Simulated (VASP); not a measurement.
Y:

```xyz
2
Lattice="3.6515 0.0000 0.0000 -1.8257 3.1623 0.0000 0.0000 0.0000 5.7474" Properties=species:S:1:pos:R:3 pbc="T T T"
Y     0.0000    2.1082    1.4368
Y     1.8257    1.0541    4.3106
```

Base run:

- Program: VASP 6.6.1
- Functional: PBEsol
- Potentials or basis: VASP PAW PBE potentials, release 64 (Y_sv)
- Cutoff: 520 eV
- k mesh: 12 × 12 × 7
- Occupations: fermi-dirac, width 0.08 eV
- Spin: no spin polarisation

Its results: band gap on the k mesh zero (band 11 reaches 3.69 eV, above the bottom of band 12 at 2.40 eV); pressure -2.3 GPa.

Question: After a change of settings the same cell gave: band gap on the k mesh zero (band 11 reaches 3.79 eV, above the bottom of band 12 at 2.51 eV); pressure -0.4 GPa. Which change was it?
A. functional from PBEsol to PBE; further incar settings from ALGO = Normal; EDIFF = 1e-06; NBANDS = 18 to ALGO = Normal; EDIFF = 1e-08; NBANDS = 18
B. further incar settings from ALGO = Normal; EDIFF = 1e-06; NBANDS = 18 to ALGO = Normal; EDIFF = 1e-08; NBANDS = 18
C. functional from PBEsol to r2SCAN; further incar settings from ALGO = Normal; EDIFF = 1e-06; NBANDS = 18 to ALGO = Normal; EDIFF = 1e-08; NBANDS = 18

Answer: A.

Caveats: the PAW data sets were made with another functional, which shifts forces and pressure a little (some runs).
